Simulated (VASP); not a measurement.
Input of a VASP 6.6.1 run:

INCAR

```
SYSTEM = GdN
ALGO     = Normal         ! electronic algorithm
EDIFF    = 1E-6           ! SCF threshold, eV
ENCUT    = 520            ! plane-wave cutoff, eV
GGA      = CA             ! functional
ISIF     = 2              ! what is computed and relaxed
ISMEAR   = 0              ! smearing method
ISPIN    = 2              ! spin polarisation
LASPH    = .True.         ! aspherical terms in the spheres
LCHARG   = .False.        ! write CHGCAR
LDAU     = .True.         ! DFT+U
LDAUJ    = 0 0          
LDAUL    = 3 -1           ! shell
LDAUPRINT= 1            
LDAUTYPE = 2            
LDAUU    = 6 0            ! U, eV
LMAXMIX  = 6              ! l up to which the mixer works
LORBIT   = 11             ! projections on sites
LREAL    = .False.        ! projectors in reciprocal space
LWAVE    = .False.        ! write WAVECAR
MAGMOM   = 7 -7 0 0       ! initial moments
NBANDS   = 35             ! bands
NELM     = 150            ! most SCF steps
PREC     = Accurate       ! precision mode
SIGMA    = 0.05           ! smearing width, eV
```

File KPOINTS:

```
k-points
0
Gamma
  10 5 10
  0 0 0
```

POSCAR

```
GdN
1.0
    3.3394229375      0.0000000000      0.0000000000
   -3.3394229376      5.7840501957      0.0000000000
    0.0000000000      0.0000000000      3.0379470730
Gd N
2 2
Direct
    1.0000000000      0.0000000000      0.0000000000
    1.0000000000      0.5000000000      0.0000000000
    0.6666666667      0.1666666667      0.5000000000
    0.6666666667      0.6666666667      0.5000000000
```

Potentials or basis: VASP PAW PBE potentials, release 64 (Gd, N).

Launch:

```sh
$ cat potpaw_PBE.64/Gd/POTCAR potpaw_PBE.64/N/POTCAR > POTCAR
$ mpirun -np 1 vasp_std > vasp.out
```

(1) Estimate the net moment.

(2) Estimate the pressure.

(3) Estimate the site moments.

(4) Estimate the band gap on the k mesh.

## Answers

(1) 0.00 μB per cell.

(2) 0.6 GPa.

(3) Gd +6.89, -6.89; N -0.02, +0.02 μB.

(4) 0.21 eV.

Caveat: the PAW data sets were made with another functional, which shifts forces and pressure a little; spin-orbit coupling is left out, which moves the levels of the heavy elements; an odd mesh through Γ misses points on the zone boundary, where band edges can lie.
